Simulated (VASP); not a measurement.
Wanted: the native input for a VASP 6.6.1 run.

* Task: single point
* Functional: PBE
* Potentials or basis: VASP PAW PBE potentials, release 64 (I)
* Cutoff: 520 eV
* k mesh: 12 × 12 × 12
* Occupations: fermi-dirac, width 0.08 eV
* Spin: no spin polarisation
* Dipole correction: no
* Further INCAR settings: ALGO = Normal; EDIFF = 1e-06; NBANDS = 10

The structure of I lies in POSCAR:

```
I
1.0
    4.5474813670      0.0000000000      0.0000000000
   -2.2737406835      3.9382343871      0.0000000000
    0.0000000000      0.0000000000      2.9296136578
I
1
Direct
    0.0000000000      0.0000000000      0.0000000000
```

These files were run (other wordings do the same):

INCAR

```
ALGO = Normal
EDIFF = 1E-6
ENCUT = 520
GGA = PE
ISIF = 2
ISMEAR = -1
LASPH = True
LCHARG = True
LELF = True
LREAL = False
LVHAR = True
LWAVE = False
NBANDS = 10
NELM = 100
PREC = Accurate
SIGMA = 0.08
```

KPOINTS

```
k-points
0
Gamma
  12 12 12
```

Potentials or basis: VASP PAW PBE potentials, release 64 (I).

The run is started by

```console
$ cat potpaw_PBE.64/I/POTCAR > POTCAR
$ mpirun -np 1 vasp_std > vasp.out
```

It gave:

The pressure is 0.0 GPa.

Caveat: an odd number of electrons without spin polarisation forces a metal; a magnetic or distorted state may lie lower.

Run time: 16 s on 1 thread of Intel(R) Xeon(R) 6975P-C (Granite Rapids) (shared host), peak memory 0.21 GiB.
